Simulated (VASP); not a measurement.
# CaO (P6_3/mmc) in VASP: notebook

CaO is run at these levels: PBE; tasks: single point.

Everything below comes from runs of VASP 6.6.1. Logs are shortened: lines on timing, memory, paths and dates and some standing lists are left out, and cuts for length are marked.

## (1) The cell of the first run

Symmetry: P6_3/mmc, No. 194, hexagonal system. The conventional cell has a = 4.052 Å, b = 4.052 Å, c = 4.713 Å, α = 90.00°, β = 90.00°, γ = 120.00°. Ca (site symmetry -6m2) has 5 O at 2.34 to 2.36 Å within 3.1 Å. Within 3.1 Å of O (site symmetry -6m2) lie 5 Ca at 2.34 to 2.36 Å.

## (2) Single point, PBE (strain +0.015 along x and y, -0.015 along z)

File INCAR:

```
PREC = Accurate
ENCUT = 520
EDIFF = 1E-7
ISMEAR = 0
SIGMA = 0.05
LREAL = F
LASPH = T
NELM = 60
ALGO = Normal
ISIF = 2
LWAVE = F
LCHARG = F
GGA = PE
NBANDS = 24
```

File KPOINTS:

```
Automatic mesh
0
Gamma
  9 9 6
```

File POSCAR:

```
CaO
1.0
    4.0518554619      0.0000000000      0.0000000000
   -2.0259277309      3.5090097624      0.0000000000
    0.0000000000      0.0000000000      4.7130674098
Ca O
2 2
Direct
    0.3333333333      0.6666666667      0.7500000000
    0.6666666667      0.3333333333      0.2500000000
    0.3333333333      0.6666666667      0.2500000000
    0.6666666667      0.3333333333      0.7500000000
```

Potentials or basis: VASP PAW PBE potentials, release 64 (Ca_sv, O).

Started as:

```console
> cat potpaw_PBE.64/Ca_sv/POTCAR potpaw_PBE.64/O/POTCAR > POTCAR
> mpirun -np 1 vasp_std > vasp.out
```

OUTCAR:

```text
PREC = Accurate
   ENCUT = 520
   EDIFF = 1E-7
   ISMEAR = 0
   LREAL = F
   LASPH = T
   NELM = 60
   ISIF = 2
   GGA = PE

 ion  position               nearest neighbor table
   1  0.333  0.667  0.750-   4 2.34   4 2.34   4 2.34   3 2.36   3 2.36
   2  0.667  0.333  0.250-   3 2.34   3 2.34   3 2.34   4 2.36   4 2.36
   3  0.333  0.667  0.250-   2 2.34   2 2.34   2 2.34   1 2.36   1 2.36
   4  0.667  0.333  0.750-   1 2.34   1 2.34   1 2.34   2 2.36   2 2.36

  LATTYP: Found a hexagonal cell.
 ALAT       =     4.0518554619
 C/A-ratio  =     1.1631874469

  Lattice vectors:

 A1 = (   4.0518554619,   0.0000000000,   0.0000000000)
 A2 = (  -2.0259277309,   3.5090097624,   0.0000000000)
 A3 = (   0.0000000000,   0.0000000000,   4.7130674098)

Analysis of symmetry for initial positions (statically):
=====================================================================
 Subroutine PRICEL returns:
 Original cell was already a primitive cell.

 Routine SETGRP: Setting up the symmetry group for a
 hexagonal supercell.

 Subroutine GETGRP returns: Found 24 space group operations
 (whereof 12 operations were pure point group operations)
 out of a pool of 24 trial point group operations.

The static configuration has the point symmetry D_3d.
 The point group associated with its full space group is D_6h.

Analysis of symmetry for dynamics (positions and initial velocities):
=====================================================================
 Subroutine PRICEL returns:
 Original cell was already a primitive cell.

 Routine SETGRP: Setting up the symmetry group for a
 hexagonal supercell.

 Subroutine GETGRP returns: Found 24 space group operations
 (whereof 12 operations were pure point group operations)
 out of a pool of 24 trial point group operations.

The dynamic configuration has the point symmetry D_3d.
 The point group associated with its full space group is D_6h.

 Subroutine INISYM returns: Found 24 space group operations
 (whereof 12 operations are pure point group operations),
 and found     1 'primitive' translations

----------------------------------------------------------------------------------------

                                     Primitive cell

  volume of cell :      67.0104

  direct lattice vectors                    reciprocal lattice vectors
     4.051855462  0.000000000  0.000000000     0.246800511  0.142490342  0.000000000
    -2.025927731  3.509009762  0.000000000     0.000000000  0.284980683  0.000000000
     0.000000000  0.000000000  4.713067410     0.000000000  0.000000000  0.212176044

  length of vectors
     4.051855462  4.051855462  4.713067410     0.284980683  0.284980683  0.212176044

  position of ions in fractional coordinates (direct lattice)
     0.333333333  0.666666667  0.750000000
     0.666666667  0.333333333  0.250000000
     0.333333333  0.666666667  0.250000000
     0.666666667  0.333333333  0.750000000

  ion indices of the primitive-cell ions
   primitive index   ion index
                 1           1
                 2           2
                 3           3
                 4           4

----------------------------------------------------------------------------------------

 KPOINTS: Automatic mesh

Automatic generation of k-mesh.
 Grid dimensions read from file:
 generate k-points for:    9    9    6

 Generating k-lattice:

  Cartesian coordinates                     Fractional coordinates (reciprocal lattice)
     0.027422279  0.015832260  0.000000000     0.111111111  0.000000000  0.000000000
     0.000000000  0.031664520  0.000000000     0.000000000  0.111111111  0.000000000
     0.000000000  0.000000000  0.035362674     0.000000000  0.000000000  0.166666667

  Length of vectors
     0.031664520  0.031664520  0.035362674

  Shift w.r.t. Gamma in fractional coordinates (k-lattice)
     0.000000000  0.000000000  0.000000000

 Subroutine IBZKPT returns following result:
 ===========================================

 Found     48 irreducible k-points:

 Following reciprocal coordinates:
            Coordinates               Weight
  0.000000  0.000000  0.000000      1.000000
  0.111111  0.000000  0.000000      6.000000
  0.222222  0.000000  0.000000      6.000000
  0.333333  0.000000  0.000000      6.000000
  0.444444  0.000000  0.000000      6.000000
  0.111111  0.111111  0.000000      6.000000
[... 16 lines left out ...]
  0.333333  0.222222  0.166667     24.000000
  0.333333  0.333333  0.166667      4.000000
 [... further k-points ...]
   k-points           NKPTS =     48   k-points in BZ     NKDIM =     48   number of bands    NBANDS=     24
   number of dos      NEDOS =    301   number of ions     NIONS =      4
   total plane-waves  NPLWV =  32400
   dimension x,y,z NGX =    30 NGY =   30 NGZ =   36
   dimension x,y,z NGXF=    60 NGYF=   60 NGZF=   72
   ions per type =               2   2
   NGX,Y,Z   is equivalent  to a cutoff of  12.31, 12.31, 12.70 a.u.
   NGXF,Y,Z  is equivalent  to a cutoff of  24.62, 24.62, 25.40 a.u.
 SYSTEM =  unknown system
   PREC   = accura    normal or accurate (medium, high low for compatibility)
   ISTART =      0    job   : 0-new  1-cont  2-samecut
   ICHARG =      2    charge: 1-file 2-atom 10-const
   ISPIN  =      1    spin polarized calculation?
   LNONCOLLINEAR =      F non collinear calculations
   LSORBIT =      F    spin-orbit coupling
   LASPH  =      T    aspherical Exc in radial PAW
   ENCUT  =  520.0 eV  38.22 Ry    6.18 a.u.   7.53  7.53  8.76*2*pi/ulx,y,z
   NELM   =     60;   NELMIN=  2; NELMDL= -5     # of ELM steps
   EDIFF  = 0.1E-06   stopping-criterion for ELM
   LREAL  =      F    real-space projection
   EDIFFG = 0.1E-05   stopping-criterion for IOM
   NSW    =      0    number of steps for IOM
   IBRION =     -1    ionic relax: 0-MD 1-quasi-New 2-CG
   NFREE  =      0    steps in history (QN), initial steepest desc. (CG)
   ISIF   =      2    stress and relaxation
   ISYM   =      2    0-nonsym 1-usesym 2-fastsym
   POTIM  = 0.5000    time-step for ionic-motion
   TEBEG  =    0.0;   TEEND  =   0.0 temperature during run
   PSTRESS=    0.0 pullay stress
   NELECT =      32.0000    total number of electrons
   NUPDOWN=      -1.0000    fix difference up-down
   EMIN   =  10.00;   EMAX   =-10.00  energy-range for DOS
   EFERMI =   0.00;   METHOD = LEGACY
   ISMEAR =     0;   SIGMA  =   0.05  broadening in eV -4-tet -1-fermi 0-gaus
   EFERMI_NEDOS =   21; number of points for ismear=-14 and -15
   IALGO  =     38    algorithm
   IMIX   =      4    mixing-type and parameters
     AMIX     =   0.40;   BMIX     =  1.00
     AMIX_MAG =   1.60;   BMIX_MAG =  1.00
  volume/ion in A,a.u.               =      16.75       113.05
  Fermi-wavevector in a.u.,A,eV,Ry     =   1.279609  2.418111 22.278184  1.637400
  Thomas-Fermi vector in A             =   2.412085
   LORBIT       =      0    0 simple, 1 ext, 2 COOP (PROOUT), +10 PAW based schemes
   GGA     = PE    functional components
   LHFCALC =     F    Hartree Fock is set to
   AEXX    =    0.0000 exact exchange contribution
   IVDW    =     0    specifies the selected vdW correction
   LEPSILON=     F    determine dielectric tensor
   LRPA    =     F    only Hartree local field effects (RPA)
 non-spin polarized calculation
 Gauss-broadening in eV      SIGMA  =   0.05
  energy-cutoff  :      520.00
  volume of cell :       67.01
 maximum number of plane-waves:      1835
 NGX is ok and might be reduce to    30
   NGX = 15   NGY = 15   NGZ = 17

 number of electron      32.0000011 magnetization

 Free energy of the ion-electron system (eV)
  ---------------------------------------------------
  ext. energy  EPLUGINS =         0.00000000
  ---------------------------------------------------
  free energy    TOTEN  =       -25.33304065 eV

  energy without entropy =      -25.33304065  energy(sigma->0) =      -25.33304065

 E-fermi :   1.6424     XC(G=0):  -9.3199

 val. band max:        1.3241733952   @ k =   0.0000   0.0000   0.0000
 cond. band min:       4.3402381578   @ k =   0.0000   0.0000   0.0000
 fundamental gap:      3.0160647626
 Fermi energy:         1.6423915068

 k-point     1 :       0.0000    0.0000    0.0000
  band No.  band energies     occupation
      1     -36.4336      2.00000
      2     -36.3030      2.00000
      3     -17.7460      2.00000
      4     -17.5441      2.00000
      5     -17.5441      2.00000
      6     -17.3394      2.00000
[... 16 lines left out ...]
     23       9.5689      0.00000
     24       9.6317      0.00000

 k-point     2 :       0.1111    0.0000    0.0000
  band No.  band energies     occupation
      1     -36.4289      2.00000
      2     -36.3053      2.00000
      3     -17.7302      2.00000
      4     -17.5866      2.00000
      5     -17.5540      2.00000
      6     -17.3934      2.00000
[... 16 lines left out ...]
     23       9.3438      0.00000
     24       9.4895      0.00000

 k-point     3 :       0.2222    0.0000    0.0000
  band No.  band energies     occupation
      1     -36.4160      2.00000
      2     -36.3122      2.00000
      3     -17.6900      2.00000
      4     -17.6860      2.00000
      5     -17.5778      2.00000
      6     -17.5200      2.00000
[... 16 lines left out ...]
     23       9.3956      0.00000
     24       9.5586      0.00000

 k-point     4 :       0.3333    0.0000    0.0000
  band No.  band energies     occupation
      1     -36.3983      2.00000
      2     -36.3230      2.00000
      3     -17.8016      2.00000
      4     -17.6493      2.00000
      5     -17.6229      2.00000
      6     -17.6030      2.00000
[... 16 lines left out ...]
     23       9.4506      0.00000
     24       9.6565      0.00000

 k-point     5 :       0.4444    0.0000    0.0000
  band No.  band energies     occupation
      1     -36.3826      2.00000
      2     -36.3342      2.00000
      3     -17.8716      2.00000
      4     -17.7268      2.00000
      5     -17.6187      2.00000
      6     -17.5639      2.00000
[... 451 lines left out ...]
 k-point    22 :       0.2222    0.2222    0.1667
  band No.  band energies     occupation
      1     -36.3842      2.00000
      2     -36.3334      2.00000
      3     -17.9393      2.00000
      4     -17.8357      2.00000
      5     -17.6202      2.00000
      6     -17.4664      2.00000
[... 16 lines left out ...]
     23       9.4128      0.00000
     24      10.0304      0.00000

 k-point    23 :       0.3333    0.2222    0.1667
  band No.  band energies     occupation
      1     -36.3699      2.00000
      2     -36.3442      2.00000
      3     -17.9632      2.00000
      4     -17.8994      2.00000
      5     -17.6503      2.00000
      6     -17.4185      2.00000
[... 16 lines left out ...]
     23       9.6030      0.00000
     24      10.1105      0.00000

 k-point    24 :       0.3333    0.3333    0.1667
  band No.  band energies     occupation
      1     -36.3564      2.00000
      2     -36.3564      2.00000
      3     -17.9414      2.00000
      4     -17.9414      2.00000
      5     -17.6707      2.00000
      6     -17.3742      2.00000
[... 16 lines left out ...]
     23       9.5650      0.00000
     24      10.2401      0.00000

 [... further k-points ...]
[... 5 lines left out ...]
  --------------------------------------------------------------------------------------
  -------------------------------------------------------------------------------------
  Total       -0.3540416     -0.3540416      1.4152970     -0.0000000      0.0000000      0.0000000
  in kB       -8.4649175     -8.4649175     33.8388816     -0.0000000      0.0000000      0.0000000
  external PRESSURE =       5.6363489 kB  Pullay stress =       0.0000000 kB

 VOLUME and BASIS-vectors are now :
 -----------------------------------------------------------------------------
  energy-cutoff  :      520.00
  volume of cell :       67.01
      direct lattice vectors                 reciprocal lattice vectors
     4.051855462  0.000000000  0.000000000     0.246800511  0.142490342  0.000000000
    -2.025927731  3.509009762  0.000000000     0.000000000  0.284980683  0.000000000
     0.000000000  0.000000000  4.713067410     0.000000000  0.000000000  0.212176044

 POSITION                                       TOTAL-FORCE (eV/Angst)
 -----------------------------------------------------------------------------------
     -0.00000      2.33934      3.53480         0.000000      0.000000      0.000000
      2.02593      1.16967      1.17827         0.000000      0.000000      0.000000
     -0.00000      2.33934      1.17827        -0.000000     -0.000000      0.000000
      2.02593      1.16967      3.53480         0.000000      0.000000      0.000000
 -----------------------------------------------------------------------------------
    total drift:                               -0.000000      0.000000     -0.000000

  FREE ENERGIE OF THE ION-ELECTRON SYSTEM (eV)
  ---------------------------------------------------
  free  energy   TOTEN  =       -25.3330406540 eV

  energy  without entropy=      -25.3330406540  energy(sigma->0) =      -25.33304065
```

It used 74 s of CPU time on 1 thread of Intel Xeon 6975P-C (shared host).

What came out:

```
Free energy            : -25.3330 eV
Pressure               : 0.6 GPa
Band gap on the k mesh : 3.02 eV, direct
```

Caveat: the cell differs from its parent crystal (strain +0.015 along x and y, -0.015 along z).

## (3) Single point, PBE (strain +0.000 along x and y, +0.030 along z)

File INCAR:

```
PREC     = Accurate       # precision mode
ENCUT    = 520            # plane-wave cutoff, eV
EDIFF    = 1E-6           # SCF threshold, eV
ISMEAR   = 0              # smearing method
SIGMA    = 0.05           # smearing width, eV
LREAL    = F              # projectors in reciprocal space
LASPH    = T              # aspherical terms in the spheres
NELM     = 80             # most SCF steps
ALGO     = Normal         # electronic algorithm
ISIF     = 2              # what is computed and relaxed
LWAVE    = F              # write WAVECAR
LCHARG   = F              # write CHGCAR
GGA      = PE             # functional
NBANDS   = 24             # bands
```

KPOINTS is that of step 2.

File POSCAR:

```
CaO
1.0
    3.9919758245      0.0000000000      0.0000000000
   -1.9959879122      3.4571524753      0.0000000000
    0.0000000000      0.0000000000      4.9283852103
Ca O
2 2
Direct
    0.3333333333      0.6666666667      0.7500000000
    0.6666666667      0.3333333333      0.2500000000
    0.3333333333      0.6666666667      0.2500000000
    0.6666666667      0.3333333333      0.7500000000
```

Potentials or basis: VASP PAW PBE potentials, release 64 (Ca_sv, O).

Started as:

```console
> cat potpaw_PBE.64/Ca_sv/POTCAR potpaw_PBE.64/O/POTCAR > POTCAR
> mpirun -np 1 vasp_std > vasp.out
```

Run time: 2.1 min. Hardware: 1 thread of Intel Xeon 6975P-C, shared host; peak memory 0.22 GiB.

The run converged. Its results:

```yaml
Free_energy: -25.3360 eV
Pressure: -1.1 GPa
Band_gap_on_the_k_mesh: 3.12 eV, direct
```

Stress tensor (GPa, compression positive):
```
-0.07  0.00  0.00
 0.00 -0.07  0.00
 0.00  0.00 -3.22
```

Levels at points of the mesh, in eV from the valence-band top:
```csv
k point,band 12,band 13,band 14,band 15,band 16,band 17,band 18,band 19,band 20,band 21
"(0.00, 0.00, 0.00)",-1.14,-1.14,-1.08,-1.08,0.00,3.12,6.16,6.16,7.37,7.51
"(0.00, 0.00, 0.50)",-1.47,-1.20,-1.20,-1.20,-1.20,4.95,4.95,7.62,7.62,7.62
```

Caveat: the cell differs from its parent crystal (strain +0.000 along x and y, +0.030 along z).
